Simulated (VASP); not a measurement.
# Fe in VASP: notebook, part 2 of 2

VASP 6.6.1.

### Step 5. Single point, PBE, collinear spin, ferromagnetic start

This run uses another cell than the first one: it holds 1 atom, not 2.

Input file INCAR:

```
PREC = Accurate
ENCUT = 540
EDIFF = 1E-6
ISMEAR = -1
SIGMA = 0.05
LREAL = False
LASPH = True
NELM = 300
ALGO = All
ISIF = 2
LWAVE = False
LCHARG = False
ISPIN = 2
MAGMOM = 2.5
LORBIT = 11
LMAXMIX = 4
GGA = PE
NBANDS = 14
GGA_COMPAT = False
ISEARCH = 1
KPAR = 4
```

Input file KPOINTS:

```
Automatic mesh
0
Gamma
  15 15 15
```

Input file POSCAR:

```
Fe
1.0
    0.0000000000      1.8208597540      1.8208597540
    1.8208597540      0.0000000000      1.8208597540
    1.8208597540      1.8208597540      0.0000000000
Fe
1
Direct
    0.0000000000      0.0000000000      0.0000000000
```

Potentials or basis: VASP PAW PBE potentials, release 64 (Fe).

Command:

```sh
> cat potpaw_PBE.64/Fe/POTCAR > POTCAR
> mpirun -np 4 vasp_std > vasp.out
```

OUTCAR:

```text
PREC = Accurate
   ENCUT = 540
   EDIFF = 1E-6
   ISMEAR = -1
   LREAL = False
   LASPH = True
   NELM = 300
   ISIF = 2
   ISPIN = 2
   LORBIT = 11
   GGA = PE

 ion  position               nearest neighbor table
   1  0.000  0.000  0.000-

  LATTYP: Found a face centered cubic cell.
 ALAT       =     3.6417195080

  Lattice vectors:

 A1 = (   0.0000000000,   1.8208597540,   1.8208597540)
 A2 = (   1.8208597540,   0.0000000000,   1.8208597540)
 A3 = (   1.8208597540,   1.8208597540,   0.0000000000)

Analysis of symmetry for initial positions (statically):
=====================================================================
 Subroutine PRICEL returns:
 Original cell was already a primitive cell.

 Routine SETGRP: Setting up the symmetry group for a
 face centered cubic supercell.

 Subroutine GETGRP returns: Found 48 space group operations
 (whereof 48 operations were pure point group operations)
 out of a pool of 48 trial point group operations.

The static configuration has the point symmetry O_h .

Analysis of symmetry for dynamics (positions and initial velocities):
=====================================================================
 Subroutine PRICEL returns:
 Original cell was already a primitive cell.

 Routine SETGRP: Setting up the symmetry group for a
 face centered cubic supercell.

 Subroutine GETGRP returns: Found 48 space group operations
 (whereof 48 operations were pure point group operations)
 out of a pool of 48 trial point group operations.

The dynamic configuration has the point symmetry O_h .

Analysis of structural, dynamic, and magnetic symmetry:
=====================================================================
 Subroutine PRICEL returns:
 Original cell was already a primitive cell.

 Routine SETGRP: Setting up the symmetry group for a
 face centered cubic supercell.

 Subroutine GETGRP returns: Found 48 space group operations
 (whereof 48 operations were pure point group operations)
 out of a pool of 48 trial point group operations.

The overall configuration has the point symmetry O_h .

 Subroutine INISYM returns: Found 48 space group operations
 (whereof 48 operations are pure point group operations),
 and found     1 'primitive' translations

----------------------------------------------------------------------------------------

                                     Primitive cell

  volume of cell :      12.0742

  direct lattice vectors                    reciprocal lattice vectors
     0.000000000  1.820859754  1.820859754    -0.274595558  0.274595558  0.274595558
     1.820859754  0.000000000  1.820859754     0.274595558 -0.274595558  0.274595558
     1.820859754  1.820859754  0.000000000     0.274595558  0.274595558 -0.274595558

  length of vectors
     2.575084559  2.575084559  2.575084559     0.475613458  0.475613458  0.475613458

  position of ions in fractional coordinates (direct lattice)
     0.000000000  0.000000000  0.000000000

  ion indices of the primitive-cell ions
   primitive index   ion index
                 1           1

----------------------------------------------------------------------------------------

 KPOINTS: Automatic mesh

Automatic generation of k-mesh.
 Grid dimensions read from file:
 generate k-points for:   15   15   15

 Generating k-lattice:

  Cartesian coordinates                     Fractional coordinates (reciprocal lattice)
[... 63 lines left out ...]
   NSW    =      0    number of steps for IOM
   IBRION =     -1    ionic relax: 0-MD 1-quasi-New 2-CG
   NFREE  =      0    steps in history (QN), initial steepest desc. (CG)
   ISIF   =      2    stress and relaxation
   ISYM   =      2    0-nonsym 1-usesym 2-fastsym
   POTIM  = 0.5000    time-step for ionic-motion
   TEBEG  =    0.0;   TEEND  =   0.0 temperature during run
   PSTRESS=    0.0 pullay stress
   NELECT =       8.0000    total number of electrons
   NUPDOWN=      -1.0000    fix difference up-down
   EMIN   =  10.00;   EMAX   =-10.00  energy-range for DOS
   EFERMI =   0.00;   METHOD = LEGACY
   ISMEAR =    -1;   SIGMA  =   0.05  broadening in eV -4-tet -1-fermi 0-gaus
   EFERMI_NEDOS =   21; number of points for ismear=-14 and -15
   IALGO  =     58    algorithm
   IMIX   =      4    mixing-type and parameters
     AMIX     =   0.40;   BMIX     =  1.00
     AMIX_MAG =   1.60;   BMIX_MAG =  1.00
  volume/ion in A,a.u.               =      12.07        81.48
  Fermi-wavevector in a.u.,A,eV,Ry     =   1.427201  2.697018 27.713725  2.036901
  Thomas-Fermi vector in A             =   2.547396
   LORBIT       =     11    0 simple, 1 ext, 2 COOP (PROOUT), +10 PAW based schemes
   GGA     = PE    functional components
   LHFCALC =     F    Hartree Fock is set to
   AEXX    =    0.0000 exact exchange contribution
   IVDW    =     0    specifies the selected vdW correction
   LEPSILON=     F    determine dielectric tensor
   LRPA    =     F    only Hartree local field effects (RPA)
 spin polarized calculation
  energy-cutoff  :      540.00
  volume of cell :       12.07
 maximum number of plane-waves:       353
   NGX =  9   NGY =  9   NGZ =  9

 number of electron       8.0000007 magnetization       2.6106356

 Free energy of the ion-electron system (eV)
  ---------------------------------------------------
  ext. energy  EPLUGINS =         0.00000000
  ---------------------------------------------------
  free energy    TOTEN  =        -8.08916208 eV

  energy without entropy =       -8.08009738  energy(sigma->0) =       -8.08462973

 E-fermi :   5.4576     XC(G=0): -12.7600

 val. band max:        5.4484581723   @ k =  -0.4667   0.0667   0.0000
 cond. band min:       5.4678279006   @ k =   0.0667   0.0667   0.0000
 fundamental gap:      0.0193697283
 Fermi energy:         5.4576141539

 spin component 1

 k-point     1 :       0.0000    0.0000    0.0000
  band No.  band energies     occupation
      1      -2.9003      1.00000
      2       3.0075      1.00000
      3       3.0075      1.00000
      4       3.0075      1.00000
      5       3.9731      1.00000
      6       3.9731      1.00000
      7      27.1930      0.00000
      8      31.1930      0.00000
      9      31.1930      0.00000
     10      31.1930      0.00000
     11      33.9641      0.00000
     12      33.9641      0.00000
     13      33.9641      0.00000
     14      36.6181      0.00000
[... 379 lines left out ...]
      3       3.3351      1.00000
      4       3.4126      1.00000
      5       3.6712      1.00000
      6       4.1751      1.00000
      7      24.0647      0.00000
      8      26.5175      0.00000
      9      26.5855      0.00000
     10      28.7306      0.00000
     11      33.7773      0.00000
     12      36.8415      0.00000
     13      38.3304      0.00000
     14      38.9810      0.00000

 [... further k-points ...]

 spin component 2

 k-point     1 :       0.0000    0.0000    0.0000
  band No.  band energies     occupation
      1      -2.6570      1.00000
      2       5.3906      0.79246
      3       5.3907      0.79226
      4       5.3907      0.79225
      5       6.9832      0.00000
      6       6.9833      0.00000
      7      26.8145      0.00000
      8      31.5883      0.00000
      9      31.5883      0.00000
     10      31.5883      0.00000
     11      34.7079      0.00000
     12      34.7079      0.00000
     13      34.7079      0.00000
     14      35.9768      0.00000
[... 379 lines left out ...]
      3       5.8191      0.00072
      4       5.8521      0.00037
      5       6.4558      0.00000
      6       7.1971      0.00000
      7      24.6033      0.00000
      8      26.7093      0.00000
      9      27.2447      0.00000
     10      29.0352      0.00000
     11      34.9655      0.00000
     12      37.1706      0.00000
     13      38.5284      0.00000
     14      39.1623      0.00000

 [... further k-points ...]
[... 5 lines left out ...]
  --------------------------------------------------------------------------------------
  -------------------------------------------------------------------------------------
  Total       -0.0143980     -0.0143980     -0.0143980     -0.0000000     -0.0000000      0.0000000
  in kB       -1.9105260     -1.9105260     -1.9105260     -0.0000000     -0.0000000      0.0000000
  external PRESSURE =      -1.9105260 kB  Pullay stress =       0.0000000 kB

 VOLUME and BASIS-vectors are now :
 -----------------------------------------------------------------------------
  energy-cutoff  :      540.00
  volume of cell :       12.07
      direct lattice vectors                 reciprocal lattice vectors
     0.000000000  1.820859754  1.820859754    -0.274595558  0.274595558  0.274595558
     1.820859754  0.000000000  1.820859754     0.274595558 -0.274595558  0.274595558
     1.820859754  1.820859754  0.000000000     0.274595558  0.274595558 -0.274595558

 POSITION                                       TOTAL-FORCE (eV/Angst)
 -----------------------------------------------------------------------------------
      0.00000      0.00000      0.00000         0.000000      0.000000     -0.000000
 -----------------------------------------------------------------------------------
    total drift:                               -0.000000     -0.000000     -0.000000

  FREE ENERGIE OF THE ION-ELECTRON SYSTEM (eV)
  ---------------------------------------------------
  free  energy   TOTEN  =        -8.0891620790 eV

  energy  without entropy=       -8.0800999173  energy(sigma->0) =       -8.08463100

 total charge

# of ion       s       p       d       tot
------------------------------------------
    1        0.472   0.497   6.180   7.149

 magnetization (x)

# of ion       s       p       d       tot
------------------------------------------
    1       -0.016  -0.050   2.676   2.609
```

stdout:

```text
POSCAR found type information on POSCAR Fe
 POSCAR found :  1 types and       1 ions
 scaLAPACK will be used
 LDA part: xc-table for (Slater+PW92), standard interpolation
 POSCAR, INCAR and KPOINTS ok, starting setup
 FFT: planning ... GRIDC
[... 33 lines left out ...]
 gam= 0.606 trial= 0.842  step=  0.9538 mean=  0.8422
 gam= 0.355 g(H,U,f)=  0.132E-05 0.230E-06 0.576E-06 ort(H,U,f) =-0.871E-06-0.231E-06 0.748E-06
 gam= 0.355 trial= 0.853  step=  1.1259 mean=  0.8533
 gam= 0.287 g(H,U,f)=  0.235E-06 0.284E-06 0.904E-07 ort(H,U,f) =-0.757E-07-0.221E-06 0.231E-06
 gam= 0.287 trial= 0.881  step=  0.7070 mean=  0.8806
 gam= 0.394 g(H,U,f)=  0.852E-07 0.142E-06 0.131E-07 ort(H,U,f) =-0.203E-07 0.619E-07 0.447E-07
 gam= 0.394 trial= 0.863  step=  0.7405 mean=  0.8632
 final diagonalization occupied
```

It took 31 s on 4 MPI ranks of AMD EPYC 7R13 (Zen 3), shared host; peak memory 0.16 GiB.

What came out:

```
Free energy                                           : -8.0892 eV
Pressure                                              : -0.2 GPa
Net moment                                            : 2.61 μB per cell
Site moments                                          : Fe +2.61 μB
Valence electrons inside the program's atomic spheres : Fe 7.15
```

Levels at points of the mesh, in eV from the Fermi level:
Spin up:
```
           k point  band 3  band 4  band 5  band 6  band 7  band 8
(0.00, 0.00, 0.00)   -2.45   -2.45   -1.48   -1.48   21.74   25.74
```
Spin down:
```
           k point  band 1  band 2  band 3  band 4  band 5  band 6  band 7  band 8
(0.00, 0.00, 0.00)   -8.11   -0.07   -0.07   -0.07    1.53    1.53   21.36   26.13
```

### Step 6. The runs side by side

| task | potentials or basis | spin | cell | k mesh | cutoff (eV) | second try | gap on the mesh (eV) | pressure (GPa) | moment (μB) |
| --- | --- | --- | --- | --- | --- | --- | --- | --- | --- |
| relaxation of cell and atoms | VASP PAW PBE potentials, release 64 (Fe) | collinear, antiferromagnetic start | relaxed from a = 2.554, b = 2.554, c = 3.612 Å, 2 atoms, atomic positions A | 12 × 12 × 9 | 600 | - | none | 0.0 | 0.00 |
| single point | VASP PAW PBE potentials, release 64 (Fe) | collinear, antiferromagnetic start | a = 2.421, b = 2.421, c = 3.681 Å, 2 atoms, atomic positions A | 21 × 21 × 14 | 520 | - | none | -0.5 | 0.00 |
| single point | VASP PAW PBE potentials, release 64 (Fe_sv) | collinear, antiferromagnetic start | a = 2.355, b = 2.355, c = 3.580 Å, 2 atoms, atomic positions A | 15 × 15 × 10 | 690 | - | none | 18.6 | 0.00 |
| single point | VASP PAW PBE potentials, release 64 (Fe) | collinear, ferromagnetic start | a = 2.575 Å, angles 60.0°, 1 atom, atomic positions B | 15 × 15 × 15 | 540 | crashed | none | -0.2 | 2.61 |

Alike in all rows: level PBE; smearing fermi-dirac 0.05 eV.

Caveats: the antiferromagnetic order is the one typed at the start, and another may lie lower (at least some runs); the stress differs along the axes, from 14 to 21 GPa (at least some runs).

Absolute energies hang on the potentials; compare differences alone.
